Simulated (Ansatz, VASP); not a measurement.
**One calculation of BN, two programs**

The input POSCAR:

```
BN
1.0
    0.0000000000      1.8048137558      1.8048137558
    1.8048137558      0.0000000000      1.8048137558
    1.8048137558      1.8048137558      0.0000000000
B N
1 1
Direct
    0.0000000000      0.0000000000      0.0000000000
    0.7500000000      0.7500000000      0.7500000000
```

File INCAR.step1:

```
  ALGO = Normal
  EDIFF = 1E-4
  ENCUT = 520
  GGA = PE
  ISMEAR = 0
  LASPH = T
  LCHARG = F
  LREAL = F
  LWAVE = T
  NBANDS = 11
  NELM = 60
  PREC = Accurate
  SIGMA = 0.05
```

File INCAR.step2:

```
  ALGO = Normal
  EDIFF = 1E-6
  ENCUT = 520
  ISIF = 2
  ISMEAR = 0
  ISTART = 1
  LASPH = T
  LCHARG = T
  LELF = T
  LMIXTAU = T
  LREAL = F
  LVHAR = T
  LWAVE = F
  METAGGA = R2SCAN
  NBANDS = 11
  NELM = 60
  PREC = Accurate
  SIGMA = 0.05
```

Contents of KPOINTS:

```
k-points
0
Gamma
  12 12 12
```

Input for Ansatz:

```yaml
crystal:
  lattice:
    - [0.0, 1.8048137558, 1.8048137558]
    - [1.8048137558, 0.0, 1.8048137558]
    - [1.8048137558, 1.8048137558, 0.0]
  atoms:
    - { symbol: B, position: [0.0, 0.0, 0.0] }
    - { symbol: "N", position: [0.75, 0.75, 0.75] }
basis:
  ecutwfc: 500
kpoints:
  mp_grid: { grid: [12, 12, 12] }
hamiltonian:
  xc: r2scan
scf:
  occupations: { method: gaussian, width: 0.05 }
output:
  forces: true
  stress: true
  eigenvalues: true
```

Alike in both runs: task single point; functional r2SCAN; k mesh 12 × 12 × 12; occupations gaussian, width 0.05 eV; no spin polarisation.

```csv
,VASP,Ansatz
version,VASP 6.6.1,Ansatz 0.2.0
potentials or method,"VASP PAW PBE potentials, release 64 (B, N), cutoff 520 eV","scalar-relativistic, plane waves, PAW"
valence electrons in the cell,8,8
```

VASP gave:

- gap on the k mesh at the Fermi level (eV): 4.98
- least direct gap on the mesh (eV): 9.55
- pressure (GPa): 1.2

Q: Which values does Ansatz return?

A: gap on the k mesh at the Fermi level (eV): 5.00; least direct gap on the mesh (eV): 9.59; pressure (GPa): 0.0.

VASP's potentials were made for PBE, not for r2SCAN. The functional is the same, so the differences come from potentials, cutoffs and numerics.
